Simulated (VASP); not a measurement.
# SnO2 (P4_2/mnm) in VASP: further runs, part 2 of 2

VASP 6.6.1.

## 3. Electric field gradients, r2SCAN

POSCAR reads:

```
SnO2
1.0
    4.7380000000      0.0000000000      0.0000000000
    0.0000000000      4.7380000000      0.0000000000
    0.0000000000      0.0000000000      3.1865000000
Sn O
2 4
Direct
    0.0000000000      0.0000000000      0.0000000000
    0.5000000000      0.5000000000      0.5000000000
    0.3053958505      0.3053958505      0.0000000000
    0.1946041495      0.8053958505      0.5000000000
    0.6946041495      0.6946041495      0.0000000000
    0.8053958505      0.1946041495      0.5000000000
```

INCAR.step1 reads:

```
PREC = Accurate ; ENCUT = 580
ISMEAR = -1 ; SIGMA = 0.01
LREAL = F ; LASPH = T
NELM = 120 ; NBANDS = 35
GGA = PE ; ALGO = Normal
EDIFF = 1E-5 ; LWAVE = T
LCHARG = F ; GGA_COMPAT = F
```

INCAR.step2 reads:

```
PREC = Accurate ; ENCUT = 580
EDIFF = 1E-8 ; ISMEAR = -1
SIGMA = 0.01 ; LREAL = F
LASPH = T ; NELM = 120
ALGO = Normal ; ISIF = 2
LWAVE = F ; LCHARG = F
METAGGA = R2SCAN ; LMIXTAU = T
LEFG = T ; NBANDS = 35
ISTART = 1 ; GGA_COMPAT = F
```

KPOINTS reads:

```
regular mesh
0
Gamma
  7 7 10
```

Potentials or basis: VASP PAW PBE potentials, release 64 (Sn_d, O).

The run is started by

```console
cat potpaw_PBE.64/Sn_d/POTCAR potpaw_PBE.64/O/POTCAR > POTCAR
cp INCAR.step1 INCAR
mpirun -np 1 vasp_std > vasp.out
cp INCAR.step2 INCAR
mpirun -np 1 vasp_std > vasp.out
```

OUTCAR:

```text
PREC = Accurate
   ENCUT = 580
   EDIFF = 1E-8
   ISMEAR = -1
   LREAL = F
   LASPH = T
   NELM = 120
   ISIF = 2
   METAGGA = R2SCAN
   ISTART = 1

 ion  position               nearest neighbor table
   1  0.000  0.000  0.000-   3 2.05   5 2.05   4 2.06   6 2.06   4 2.06   6 2.06   2 3.71   2 3.71
                             2 3.71   2 3.71   2 3.71   2 3.71   2 3.71   2 3.71
   2  0.500  0.500  0.500-   4 2.05   6 2.05   5 2.06   3 2.06   3 2.06   5 2.06   1 3.71   1 3.71
                             1 3.71   1 3.71   1 3.71   1 3.71   1 3.71   1 3.71
   3  0.305  0.305  0.000-   1 2.05   2 2.06   2 2.06
   4  0.195  0.805  0.500-   2 2.05   1 2.06   1 2.06
   5  0.695  0.695  0.000-   1 2.05   2 2.06   2 2.06
   6  0.805  0.195  0.500-   2 2.05   1 2.06   1 2.06

  LATTYP: Found a simple tetragonal cell.
 ALAT       =     4.7380000000
 C/A-ratio  =     0.6725411566

  Lattice vectors:

 A1 = (   4.7380000000,   0.0000000000,   0.0000000000)
 A2 = (   0.0000000000,   4.7380000000,   0.0000000000)
 A3 = (   0.0000000000,   0.0000000000,   3.1865000000)

Analysis of symmetry for initial positions (statically):
=====================================================================
 Subroutine PRICEL returns:
 Original cell was already a primitive cell.

 Routine SETGRP: Setting up the symmetry group for a
 simple tetragonal supercell.

 Subroutine GETGRP returns: Found 16 space group operations
 (whereof  8 operations were pure point group operations)
 out of a pool of 16 trial point group operations.

The static configuration has the point symmetry D_2h.
 The point group associated with its full space group is D_4h.

Analysis of symmetry for dynamics (positions and initial velocities):
=====================================================================
 Subroutine PRICEL returns:
 Original cell was already a primitive cell.

 Routine SETGRP: Setting up the symmetry group for a
 simple tetragonal supercell.

 Subroutine GETGRP returns: Found 16 space group operations
 (whereof  8 operations were pure point group operations)
 out of a pool of 16 trial point group operations.

The dynamic configuration has the point symmetry D_2h.
 The point group associated with its full space group is D_4h.

 Subroutine INISYM returns: Found 16 space group operations
 (whereof  8 operations are pure point group operations),
 and found     1 'primitive' translations

----------------------------------------------------------------------------------------

                                     Primitive cell

  volume of cell :      71.5326

  direct lattice vectors                    reciprocal lattice vectors
     4.738000000  0.000000000  0.000000000     0.211059519  0.000000000  0.000000000
     0.000000000  4.738000000  0.000000000     0.000000000  0.211059519  0.000000000
     0.000000000  0.000000000  3.186500000     0.000000000  0.000000000  0.313823945

  length of vectors
     4.738000000  4.738000000  3.186500000     0.211059519  0.211059519  0.313823945

[... 111 lines left out ...]
  Thomas-Fermi vector in A             =   2.587068
   LORBIT       =      0    0 simple, 1 ext, 2 COOP (PROOUT), +10 PAW based schemes
   METAGGA = R2SCAN    functional components
   LHFCALC =     F    Hartree Fock is set to
   AEXX    =    0.0000 exact exchange contribution
   IVDW    =     0    specifies the selected vdW correction
   LEPSILON=     F    determine dielectric tensor
   LRPA    =     F    only Hartree local field effects (RPA)
 non-spin polarized calculation
  energy-cutoff  :      580.00
  volume of cell :       71.53
 maximum number of plane-waves:      2290
 NGX is ok and might be reduce to    40
   NGX = 19   NGY = 19   NGZ = 13

 number of electron      52.0000000 magnetization

 Free energy of the ion-electron system (eV)
  ---------------------------------------------------
  ext. energy  EPLUGINS =         0.00000000
  ---------------------------------------------------
  free energy    TOTEN  =       -84.62291862 eV

  energy without entropy =      -84.62291862  energy(sigma->0) =      -84.62291862

 E-fermi :   5.9773     XC(G=0): -12.0483

 val. band max:        5.7170076428   @ k =   0.0000   0.0000   0.0000
 cond. band min:       7.6685952508   @ k =   0.0000   0.0000   0.0000
 fundamental gap:      1.9515876080
 Fermi energy:         5.9773104042

 k-point     1 :       0.0000    0.0000    0.0000
  band No.  band energies     occupation
      1     -16.0492      2.00000
      2     -15.0980      2.00000
      3     -14.7724      2.00000
      4     -14.7724      2.00000
      5     -14.7500      2.00000
      6     -14.7286      2.00000
[... 901 lines left out ...]
     34      19.0669      0.00000
     35      19.2373      0.00000

 [... further k-points ...]

------------------------ aborting loop because EDIFF is reached ----------------------------------------

  FORCE on cell =-STRESS in cart. coord.  units (eV):
  Direction    XX          YY          ZZ          XY          YZ          ZX
  --------------------------------------------------------------------------------------
  -------------------------------------------------------------------------------------
  Total        1.6059376      1.6059376      2.1108459      0.0000000      0.0000000      0.0000000
  in kB       35.9695671     35.9695671     47.2784331      0.0000000      0.0000000      0.0000000
  external PRESSURE =      39.7391891 kB  Pullay stress =       0.0000000 kB

 VOLUME and BASIS-vectors are now :
 -----------------------------------------------------------------------------
  energy-cutoff  :      580.00
  volume of cell :       71.53
      direct lattice vectors                 reciprocal lattice vectors
     4.738000000  0.000000000  0.000000000     0.211059519  0.000000000  0.000000000
     0.000000000  4.738000000  0.000000000     0.000000000  0.211059519  0.000000000
     0.000000000  0.000000000  3.186500000     0.000000000  0.000000000  0.313823945

 POSITION                                       TOTAL-FORCE (eV/Angst)
 -----------------------------------------------------------------------------------
      0.00000      0.00000      0.00000         0.000000     -0.000000      0.000000
      2.36900      2.36900      1.59325         0.000000     -0.000000      0.000000
      1.44697      1.44697      0.00000         0.005332      0.005332      0.000000
      0.92203      3.81597      1.59325        -0.005332      0.005332      0.000000
      3.29103      3.29103      0.00000        -0.005332     -0.005332     -0.000000
      3.81597      0.92203      1.59325         0.005332     -0.005332     -0.000000
 -----------------------------------------------------------------------------------
    total drift:                               -0.000000      0.000000     -0.000000

  FREE ENERGIE OF THE ION-ELECTRON SYSTEM (eV)
  ---------------------------------------------------
  free  energy   TOTEN  =       -84.6229186157 eV

  energy  without entropy=      -84.6229186157  energy(sigma->0) =      -84.62291862

 Electric field gradients (V/A^2)
---------------------------------------------------------------------
 ion       V_xx      V_yy      V_zz      V_xy      V_xz      V_yz
---------------------------------------------------------------------
   1      23.729    23.729   -47.459   -32.438     0.000    -0.000
   2      23.729    23.729   -47.459    32.438    -0.000    -0.000
   3     -22.842   -22.842    45.685    80.260    -0.000     0.000
   4     -22.842   -22.842    45.685   -80.260    -0.000    -0.000
   5     -22.842   -22.842    45.685    80.260     0.000     0.000
   6     -22.842   -22.842    45.685   -80.260    -0.000     0.000
---------------------------------------------------------------------

 Electric field gradients after diagonalization (V/A^2)
 (convention: |V_zz| > |V_xx| > |V_yy|)
----------------------------------------------------------------------
 ion       V_xx      V_yy      V_zz     asymmetry (V_yy - V_xx)/ V_zz
----------------------------------------------------------------------
   1     -47.459    -8.709    56.167       0.690
   2     -47.459    -8.709    56.167       0.690
   3      57.417    45.685  -103.102       0.114
   4      57.417    45.685  -103.102       0.114
   5      57.417    45.685  -103.102       0.114
   6      57.417    45.685  -103.102       0.114
----------------------------------------------------------------------

           NMR quadrupolar parameters

 Cq : quadrupolar parameter    Cq=e*Q*V_zz/h
 eta: asymmetry parameters     (V_yy - V_xx)/ V_zz
 Q  : nuclear electric quadrupole moment in mb (millibarn)
----------------------------------------------------------------------
 ion       Cq(MHz)       eta       Q (mb)
----------------------------------------------------------------------
   1       0.136       0.690       1.000
   2       0.136       0.690       1.000
   3      -0.249       0.114       1.000
   4      -0.249       0.114       1.000
   5      -0.249       0.114       1.000
   6      -0.249       0.114       1.000
----------------------------------------------------------------------
```

Run time: 19 min. Hardware: 1 thread of Oxide Virtual Turin-like, shared host; peak memory 0.27 GiB.

What came out:

| Property | Result |
| --- | --- |
| Free energy | -84.6229 eV |
| Pressure | 4.0 GPa |
| Largest force | 0.008 eV/Å |
| Band gap on the k mesh | 1.95 eV |
| Largest electric field gradient by atom | Sn +56.2; O -103.1 V/Å² |

Forces on the atoms (eV/Å):
```
Sn   0.000  0.000  0.000
Sn   0.000  0.000  0.000
O    0.005  0.005  0.000
O   -0.005  0.005  0.000
O   -0.005 -0.005  0.000
O    0.005 -0.005  0.000
```

Stress tensor (GPa, compression positive):
```
3.60 0.00 0.00
0.00 3.60 0.00
0.00 0.00 4.73
```

Electric field gradients, principal values (V/Å²):
| atom | least | middle | greatest (by size) |
| --- | --- | --- | --- |
| 1 Sn | -8.709 | -47.459 | 56.167 |
| 2 Sn | -8.709 | -47.459 | 56.167 |
| 3 O | 45.685 | 57.417 | -103.102 |
| 4 O | 45.685 | 57.417 | -103.102 |
| 5 O | 45.685 | 57.417 | -103.102 |
| 6 O | 45.685 | 57.417 | -103.102 |

Caveat: the cell stands under pressure; without QUAD_EFG the Cq values of the log hold for a quadrupole moment of 1 mb, not for the nuclei; the PAW data sets were made with another functional, which shifts forces and pressure a little; spin-orbit coupling is left out, which moves the levels of the heavy elements. A k mesh can miss the band edges.
